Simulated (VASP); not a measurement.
# InP (pbe) (F-43m) in VASP: a series of runs, part 3 of 3

VASP 6.6.1. Earlier steps stand in the parts before.

## 5. Relaxation of the atoms, PBE (strained cell)

File INCAR:

```
PREC = Accurate ; ENCUT = 450
EDIFF = 1E-7 ; ISMEAR = 0
SIGMA = 0.02 ; LREAL = F
LASPH = T ; NELM = 120
ALGO = Normal ; ISIF = 2
LWAVE = F ; LCHARG = F
GGA = PE ; IBRION = 2
NSW = 60 ; EDIFFG = -0.002
GGA_COMPAT = F ; NELMIN = 4
```

File KPOINTS:

```
regular mesh
0
Gamma
  10 10 10
```

File POSCAR:

```
InP
1.0
    0.0000000000      2.9497573479      2.9497573479
    2.9497573479      0.0000000000      2.9497573479
    2.9497573479      2.9497573479      0.0000000000
In P
1 1
Direct
    0.0000000000      0.0000000000      0.0000000000
    0.2500000000      0.2500000000      0.2500000000
```

Potentials or basis: VASP PAW PBE potentials, release 64 (In_d, P).

Run with:

```
$ cat potpaw_PBE.64/In_d/POTCAR potpaw_PBE.64/P/POTCAR > POTCAR
$ mpirun -np 1 vasp_std > vasp.out
```

OUTCAR:

```text
PREC = Accurate
   ENCUT = 450
   EDIFF = 1E-7
   ISMEAR = 0
   LREAL = F
   LASPH = T
   NELM = 120
   ISIF = 2
   GGA = PE
   IBRION = 2
   NSW = 60
   EDIFFG = -0.002
   NELMIN = 4

 ion  position               nearest neighbor table
   1  0.000  0.000  0.000-   2 2.55   2 2.55   2 2.55   2 2.55
   2  0.250  0.250  0.250-   1 2.55   1 2.55   1 2.55   1 2.55

  LATTYP: Found a face centered cubic cell.
 ALAT       =     5.8995146958

  Lattice vectors:

 A1 = (   0.0000000000,   2.9497573479,   2.9497573479)
 A2 = (   2.9497573479,   0.0000000000,   2.9497573479)
 A3 = (   2.9497573479,   2.9497573479,   0.0000000000)

Analysis of symmetry for initial positions (statically):
=====================================================================
 Subroutine PRICEL returns:
 Original cell was already a primitive cell.

 Routine SETGRP: Setting up the symmetry group for a
 face centered cubic supercell.

 Subroutine GETGRP returns: Found 24 space group operations
 (whereof 24 operations were pure point group operations)
 out of a pool of 48 trial point group operations.

The static configuration has the point symmetry T_d .

Analysis of symmetry for dynamics (positions and initial velocities):
=====================================================================
 Subroutine PRICEL returns:
 Original cell was already a primitive cell.

 Routine SETGRP: Setting up the symmetry group for a
 face centered cubic supercell.

 Subroutine GETGRP returns: Found 24 space group operations
 (whereof 24 operations were pure point group operations)
 out of a pool of 48 trial point group operations.

The dynamic configuration has the point symmetry T_d .

 Subroutine INISYM returns: Found 24 space group operations
 (whereof 24 operations are pure point group operations),
 and found     1 'primitive' translations

----------------------------------------------------------------------------------------

                                     Primitive cell

  volume of cell :      51.3321

  direct lattice vectors                    reciprocal lattice vectors
     0.000000000  2.949757348  2.949757348    -0.169505468  0.169505468  0.169505468
     2.949757348  0.000000000  2.949757348     0.169505468 -0.169505468  0.169505468
     2.949757348  2.949757348  0.000000000     0.169505468  0.169505468 -0.169505468

  length of vectors
     4.171586847  4.171586847  4.171586847     0.293592083  0.293592083  0.293592083

  position of ions in fractional coordinates (direct lattice)
     0.000000000  0.000000000  0.000000000
     0.250000000  0.250000000  0.250000000

  ion indices of the primitive-cell ions
   primitive index   ion index
                 1           1
                 2           2

----------------------------------------------------------------------------------------

 KPOINTS: regular mesh

Automatic generation of k-mesh.
 Grid dimensions read from file:
 generate k-points for:   10   10   10

 Generating k-lattice:

  Cartesian coordinates                     Fractional coordinates (reciprocal lattice)
    -0.016950547  0.016950547  0.016950547     0.100000000  0.000000000  0.000000000
     0.016950547 -0.016950547  0.016950547     0.000000000  0.100000000  0.000000000
     0.016950547  0.016950547 -0.016950547     0.000000000  0.000000000  0.100000000

  Length of vectors
     0.029359208  0.029359208  0.029359208
[... 40 lines left out ...]
   dimension x,y,z NGXF=    60 NGYF=   60 NGZF=   60
   ions per type =               1   1
   NGX,Y,Z   is equivalent  to a cutoff of  11.96, 11.96, 11.96 a.u.
   NGXF,Y,Z  is equivalent  to a cutoff of  23.91, 23.91, 23.91 a.u.
 SYSTEM =  unknown system
   PREC   = accura    normal or accurate (medium, high low for compatibility)
   ISTART =      0    job   : 0-new  1-cont  2-samecut
   ICHARG =      2    charge: 1-file 2-atom 10-const
   ISPIN  =      1    spin polarized calculation?
   LNONCOLLINEAR =      F non collinear calculations
   LSORBIT =      F    spin-orbit coupling
   LASPH  =      T    aspherical Exc in radial PAW
   ENCUT  =  450.0 eV  33.07 Ry    5.75 a.u.   7.22  7.22  7.22*2*pi/ulx,y,z
   NELM   =    120;   NELMIN=  4; NELMDL= -5     # of ELM steps
   EDIFF  = 0.1E-06   stopping-criterion for ELM
   LREAL  =      F    real-space projection
   EDIFFG = -.2E-02   stopping-criterion for IOM
   NSW    =     60    number of steps for IOM
   IBRION =      2    ionic relax: 0-MD 1-quasi-New 2-CG
   NFREE  =      1    steps in history (QN), initial steepest desc. (CG)
   ISIF   =      2    stress and relaxation
   ISYM   =      2    0-nonsym 1-usesym 2-fastsym
   POTIM  = 0.5000    time-step for ionic-motion
   TEBEG  =    0.0;   TEEND  =   0.0 temperature during run
   PSTRESS=    0.0 pullay stress
   NELECT =      18.0000    total number of electrons
   NUPDOWN=      -1.0000    fix difference up-down
   EMIN   =  10.00;   EMAX   =-10.00  energy-range for DOS
   EFERMI =   0.00;   METHOD = LEGACY
   ISMEAR =     0;   SIGMA  =   0.02  broadening in eV -4-tet -1-fermi 0-gaus
   EFERMI_NEDOS =   21; number of points for ismear=-14 and -15
   IALGO  =     38    algorithm
   IMIX   =      4    mixing-type and parameters
     AMIX     =   0.40;   BMIX     =  1.00
     AMIX_MAG =   1.60;   BMIX_MAG =  1.00
  volume/ion in A,a.u.               =      25.67       173.20
  Fermi-wavevector in a.u.,A,eV,Ry     =   1.154435  2.181565 18.132750  1.332719
  Thomas-Fermi vector in A             =   2.291071
   LORBIT       =      0    0 simple, 1 ext, 2 COOP (PROOUT), +10 PAW based schemes
   GGA     = PE    functional components
   LHFCALC =     F    Hartree Fock is set to
   AEXX    =    0.0000 exact exchange contribution
   IVDW    =     0    specifies the selected vdW correction
   LEPSILON=     F    determine dielectric tensor
   LRPA    =     F    only Hartree local field effects (RPA)
 conjugate gradient relaxation of ions
 non-spin polarized calculation
 Gauss-broadening in eV      SIGMA  =   0.02
  energy-cutoff  :      450.00
  volume of cell :       51.33
 maximum number of plane-waves:      1139
 NGX is ok and might be reduce to    30
   NGX = 15   NGY = 15   NGZ = 15

 number of electron      17.9999998 magnetization

 Free energy of the ion-electron system (eV)
  ---------------------------------------------------
  ext. energy  EPLUGINS =         0.00000000
  ---------------------------------------------------
  free energy    TOTEN  =        -8.39914659 eV

  energy without entropy =       -8.39914659  energy(sigma->0) =       -8.39914659

 E-fermi :   5.0824     XC(G=0):  -9.1962

 val. band max:        4.9755369300   @ k =   0.0000   0.0000   0.0000
 cond. band min:       5.5808188812   @ k =   0.0000   0.0000   0.0000
 fundamental gap:      0.6052819512
 Fermi energy:         5.0823682411

 k-point     1 :       0.0000    0.0000    0.0000
  band No.  band energies     occupation
      1      -9.1717      2.00000
      2      -9.1717      2.00000
      3      -9.1717      2.00000
      4      -9.0292      2.00000
      5      -9.0292      2.00000
      6      -6.4088      2.00000
      7       4.9755      2.00000
      8       4.9755      2.00000
      9       4.9755      2.00000
     10       5.5808      0.00000
     11       9.0683      0.00000
     12       9.0683      0.00000
     13       9.0683      0.00000
[... 354 lines left out ...]
  band No.  band energies     occupation
      1      -9.3107      2.00000
      2      -9.1002      2.00000
      3      -9.0971      2.00000
      4      -9.0615      2.00000
      5      -9.0043      2.00000
      6      -4.7929      2.00000
      7       0.2915      2.00000
      8       2.8518      2.00000
      9       3.1104      2.00000
     10       7.2507      0.00000
     11       7.9971      0.00000
     12      11.7783      0.00000
     13      12.4214      0.00000

 [... further k-points ...]

------------------------ aborting loop because EDIFF is reached ----------------------------------------

  FORCE on cell =-STRESS in cart. coord.  units (eV):
  Direction    XX          YY          ZZ          XY          YZ          ZX
  --------------------------------------------------------------------------------------
  -------------------------------------------------------------------------------------
  Total        0.6145212      0.6145212      0.6145212     -0.0000000      0.0000000      0.0000000
  in kB       19.1804413     19.1804413     19.1804413     -0.0000000      0.0000000      0.0000000
  external PRESSURE =      19.1804413 kB  Pullay stress =       0.0000000 kB

 VOLUME and BASIS-vectors are now :
 -----------------------------------------------------------------------------
  energy-cutoff  :      450.00
  volume of cell :       51.33
      direct lattice vectors                 reciprocal lattice vectors
     0.000000000  2.949757348  2.949757348    -0.169505468  0.169505468  0.169505468
     2.949757348  0.000000000  2.949757348     0.169505468 -0.169505468  0.169505468
     2.949757348  2.949757348  0.000000000     0.169505468  0.169505468 -0.169505468

 POSITION                                       TOTAL-FORCE (eV/Angst)
 -----------------------------------------------------------------------------------
      0.00000      0.00000      0.00000        -0.000000      0.000000      0.000000
      1.47488      1.47488      1.47488         0.000000     -0.000000     -0.000000
 -----------------------------------------------------------------------------------
    total drift:                                0.000000      0.000000     -0.000000

  FREE ENERGIE OF THE ION-ELECTRON SYSTEM (eV)
  ---------------------------------------------------
  free  energy   TOTEN  =        -8.3991465862 eV

  energy  without entropy=       -8.3991465862  energy(sigma->0) =       -8.39914659

 reached required accuracy - stopping structural energy minimisation
```

OSZICAR:

```text
N       E                     dE             d eps       ncg     rms          rms(c)
DAV:   1     0.110264873447E+03    0.11026E+03   -0.79653E+03  1227   0.138E+03
DAV:   2    -0.917771714268E+00   -0.11118E+03   -0.10793E+03  1292   0.321E+02
DAV:   3    -0.859640117092E+01   -0.76786E+01   -0.76336E+01  1587   0.894E+01
DAV:   4    -0.880150737937E+01   -0.20511E+00   -0.20496E+00  1458   0.162E+01
DAV:   5    -0.881178644032E+01   -0.10279E-01   -0.10279E-01  1794   0.320E+00    0.552E+00
DAV:   6    -0.842380923929E+01    0.38798E+00   -0.74868E-01  1787   0.155E+01    0.338E+00
DAV:   7    -0.839809662683E+01    0.25713E-01   -0.19942E-01  1658   0.384E+00    0.123E+00
DAV:   8    -0.839833352366E+01   -0.23690E-03   -0.16725E-02  1560   0.189E+00    0.354E-01
DAV:   9    -0.839903141113E+01   -0.69789E-03   -0.22851E-03  1556   0.737E-01    0.190E-01
DAV:  10    -0.839907986903E+01   -0.48458E-04   -0.21317E-04  1579   0.125E-01    0.132E-01
DAV:  11    -0.839913074224E+01   -0.50873E-04   -0.38491E-05  1402   0.478E-02    0.471E-02
DAV:  12    -0.839914609797E+01   -0.15356E-04   -0.47330E-05  1413   0.119E-01    0.221E-02
DAV:  13    -0.839914623187E+01   -0.13389E-06   -0.22057E-06  1523   0.157E-02    0.191E-02
DAV:  14    -0.839914644423E+01   -0.21237E-06   -0.10068E-06  1362   0.110E-02    0.559E-03
DAV:  15    -0.839914659812E+01   -0.15389E-06   -0.86468E-08  1081   0.229E-03    0.322E-03
DAV:  16    -0.839914658624E+01    0.11882E-07   -0.16295E-08   686   0.235E-03
   1 F= -.83991466E+01 E0= -.83991466E+01  d E =-.839915E+01
```

Run time: 60 s. Hardware: 1 thread of Intel Xeon 8259CL, shared host; peak memory 0.18 GiB.

What came out:

```yaml
Free_energy: -8.3991 eV
Pressure_after_relaxing: 1.9 GPa
Band_gap_on_the_k_mesh: 0.61 eV, direct
```

Final structure:
```
In P
1.0
     0.00000    2.94976    2.94976
     2.94976    0.00000    2.94976
     2.94976    2.94976    0.00000
In P
1 1
Direct
  0.00000 0.00000 0.00000
  0.25000 0.25000 0.25000
```

Caveat: the cell differs from its parent crystal (strained cell); the relaxation stopped at its first step, so nothing moved; spin-orbit coupling is left out, which moves the levels of the heavy elements.

## 6. Overview

| task | cell | cutoff (eV) | smearing | gap on the mesh (eV) | pressure (GPa) |
| --- | --- | --- | --- | --- | --- |
| single point | as given | 500 | gaussian 0.02 eV | 0.61 | 1.9 |
| single point | as given | 500 | gaussian 0.01 eV | 0.61 | 1.9 |
| relaxation of the atoms | atoms relaxed | 450 | gaussian 0.02 eV | 0.61 | 1.9 |

Alike in all rows: level PBE; potentials or basis VASP PAW PBE potentials, release 64 (In_d, P); no spin polarisation; k mesh 10 × 10 × 10.

Caveats: spin-orbit coupling is left out, which moves the levels of the heavy elements; the relaxation stopped at its first step, so nothing moved (some runs).

Absolute energies hang on the potentials; compare differences alone.
